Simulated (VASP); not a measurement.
**WS2 (Tungstenite): single point with PBE**

Crystal: WS2 (Tungstenite).

```
W S
1.0
     3.22185    0.00000    0.00000
    -1.61092    2.79020    0.00000
     0.00000    0.00000   12.66449
W S
2 4
Direct
  0.66667 0.33333 0.75000
  0.33333 0.66667 0.25000
  0.66667 0.33333 0.37500
  0.33333 0.66667 0.87500
  0.66667 0.33333 0.12500
  0.33333 0.66667 0.62500
```

* Program: VASP 6.6.1
* Task: single point
* Functional: PBE
* Potentials or basis: VASP PAW PBE potentials, release 64 (W_sv, S)
* Cutoff: 520 eV
* k mesh: 10 × 10 × 3
* Occupations: fermi-dirac, width 0.05 eV
* Spin: no spin polarisation

* Pressure: -3.7 GPa
* Largest force: 0.521 eV/Å
* Band gap on the k mesh: 1.16 eV, indirect (least direct gap 1.98 eV)

Forces on the atoms (eV/Å):
```
W    0.000  0.000  0.000
W    0.000  0.000  0.000
S    0.000  0.000 -0.521
S    0.000  0.000 -0.521
S    0.000  0.000  0.521
S    0.000  0.000  0.521
```

Stress tensor (GPa, compression positive):
```
-4.06  0.00  0.00
 0.00 -4.06  0.00
 0.00  0.00 -2.82
```

Levels at points of the mesh, in eV from the valence-band top:
| k point | band 24 | band 25 | band 26 | band 27 | band 28 | band 29 |
| --- | --- | --- | --- | --- | --- | --- |
| (0.00, 0.00, 0.00) | -1.53 | -0.96 | 0.00 | 2.20 | 2.20 | 2.21 |
| (0.50, 0.00, 0.00) | -1.79 | -1.55 | -1.40 | 2.13 | 2.16 | 2.48 |

Run time: 86 s on 1 thread of Intel Xeon 6975P-C (shared host), peak memory 0.27 GiB.

Caveat: spin-orbit coupling is left out, which moves the levels of the heavy elements; this functional lacks dispersion, which binds the layers, so the pressure and a relaxed spacing across them are unreliable. A hybrid or GW would open this gap; PBE tends to underestimate it.
